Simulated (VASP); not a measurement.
The system is SnTe.

```
Sn Te
1.0
     0.00000    3.61115    3.61115
     3.61115    0.00000    3.61115
     3.61115    3.61115    0.00000
Sn Te
1 1
Cartesian
  0.0000 0.0000 0.0000
  5.4167 5.4167 5.4167
```

Base run:

| Property | Result |
| --- | --- |
| Program | VASP 6.6.1 |
| Functional | PBE |
| Potentials or basis | VASP PAW PBE potentials, release 64 (Sn_d, Te) |
| Cutoff | 500 eV |
| k mesh | 4 × 4 × 4 |
| Occupations | gaussian, width 0.1 eV |
| Spin | no spin polarisation |

Its results: band gap on the k mesh 0.10 eV, indirect (least direct gap 0.80 eV); pressure -0.3 GPa.

Question: After a change of settings the same cell gave: band gap on the k mesh 0.19 eV, indirect (least direct gap 0.86 eV); pressure 0.8 GPa. Which change was it?
A. occupations from gaussian, width 0.1 eV to fermi-dirac, width 0.00861733 eV; dispersion from none to D3(BJ)
B. functional from PBE to RPBE
C. cutoff from 500 eV to 520 eV
D. k mesh from 4 × 4 × 4 to 2 × 2 × 2

Answer: B.

RPBE binds less tightly than PBE, so the same cell stands under more pressure.

Caveats: spin-orbit coupling is left out, which moves the levels of the heavy elements; the PAW data sets were made with another functional, which shifts forces and pressure a little (some runs).
